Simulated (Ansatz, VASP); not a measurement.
**Ir in VASP and in Ansatz**

```xyz
1
Lattice="0.0024 1.9197 1.9197 1.9197 0.0024 1.9197 1.9221 1.9221 0.0000" Properties=species:S:1:pos:R:3 pbc="T T T"
Ir    0.0000    0.0000    0.0000
```

Change from the starting cell: strain +0.0025 x Voigt [0, 0, 0, 0, 0, 1], atoms carried along.

Alike in both runs: task single point; functional PBEsol; k mesh 22 × 22 × 22; occupations gaussian, width 0.15 eV; no spin polarisation.

```csv
,VASP,Ansatz
version,VASP 6.6.1,Ansatz 0.2.0
potentials or method,"VASP PAW PBE potentials, release 64 (Ir), cutoff 520 eV","scalar-relativistic, plane waves, PAW"
valence electrons in the cell,9,17
```

```tsv
	VASP	Ansatz	Ansatz less VASP
gap on the k mesh at the Fermi level (eV)	none	none	-
pressure (GPa)	-1.8	-2.6	-0.80
traceless stress, the component that is largest in VASP (GPa)	-0.69	-0.69	+0.002
```

VASP's potentials were made for PBE, not for PBEsol. A gap of «none» marks a metal or a gap that the smearing closes. VASP's potentials hold 9 valence electrons a cell and Ansatz's 17, so a difference there can come from the potentials and not from the codes.

Neither program's run includes spin-orbit coupling.
